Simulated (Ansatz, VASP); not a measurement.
# One calculation of Co, two programs

INCAR

```
SYSTEM = Co
PREC = Accurate ; ENCUT = 520
EDIFF = 1E-6 ; ISMEAR = 0
SIGMA = 0.15 ; LREAL = .FALSE.
LASPH = .TRUE. ; NELM = 150
ALGO = Normal ; ISIF = 2
LWAVE = .FALSE. ; LCHARG = .FALSE.
ISPIN = 2 ; MAGMOM = 1.8 1.8 1.8 1.8
LORBIT = 11 ; LMAXMIX = 4
GGA = PS ; NBANDS = 30
```

KPOINTS

```
regular mesh
0
G
  18 18 4
  0 0 0
```

Contents of POSCAR:

```
Co
1.0
    2.4564223054      0.0000000000      0.0000000000
   -1.2282111527      2.1273241189      0.0000000000
    0.0000000000      0.0000000000      7.9388272266
Co
4
Direct
    0.3333333333      0.6666666667      0.1250000000
    0.3333333333      0.6666666667      0.6250000000
    0.6666666667      0.3333333333      0.3750000000
    0.6666666667      0.3333333333      0.8750000000
```

Input for Ansatz:

```yaml
crystal:
  lattice:
    - [2.4564223054, 0.0, 0.0]
    - [-1.2282111527, 2.1273241189, 0.0]
    - [0.0, 0.0, 7.9388272266]
  atoms:
    - { symbol: Co, position: [0.3333333333, 0.6666666667, 0.125], spin: 1.8 }
    - { symbol: Co, position: [0.3333333333, 0.6666666667, 0.625], spin: 1.8 }
    - { symbol: Co, position: [0.6666666667, 0.3333333333, 0.375], spin: 1.8 }
    - { symbol: Co, position: [0.6666666667, 0.3333333333, 0.875], spin: 1.8 }
basis:
  ecutwfc: 420
kpoints:
  mp_grid: { grid: [18, 18, 4] }
hamiltonian:
  xc: pbesol
scf:
  occupations: { method: gaussian, width: 0.15 }
output:
  forces: true
  stress: true
  eigenvalues: true
  populations: true
  write_density: true
  write_potential: true
  elf: true
  volumetric_format: npy
magnetization:
  spin_polarized: true
```

Alike in both runs: task single point; functional PBEsol; k mesh 18 × 18 × 4; occupations gaussian, width 0.15 eV; collinear spin.

|  | VASP | Ansatz |
| --- | --- | --- |
| version | VASP 6.6.1 | Ansatz 0.2.0 |
| potentials or method | VASP PAW PBE potentials, release 64 (Co), cutoff 520 eV | scalar-relativistic, plane waves, PAW |
| valence electrons in the cell | 36 | 68 |

```tsv
	VASP	Ansatz	Ansatz less VASP
gap on the k mesh at the Fermi level (eV)	none	none	-
pressure (GPa)	-0.9	0.0	+0.95
traceless stress, the component that is largest in VASP (GPa)	-0.05	0.07	+0.120
net moment per atom (μB)	1.57	1.57	+0.005
size of the moment on the site where the two differ most (μB)	1.58	1.64	+0.062
```

VASP's potentials were made for PBE, not for PBEsol. Site moments also hang on the region over which each program counts them. A gap of «none» marks a metal or a gap that the smearing closes. VASP's potentials hold 36 valence electrons a cell and Ansatz's 68, so a difference there can come from the potentials and not from the codes.
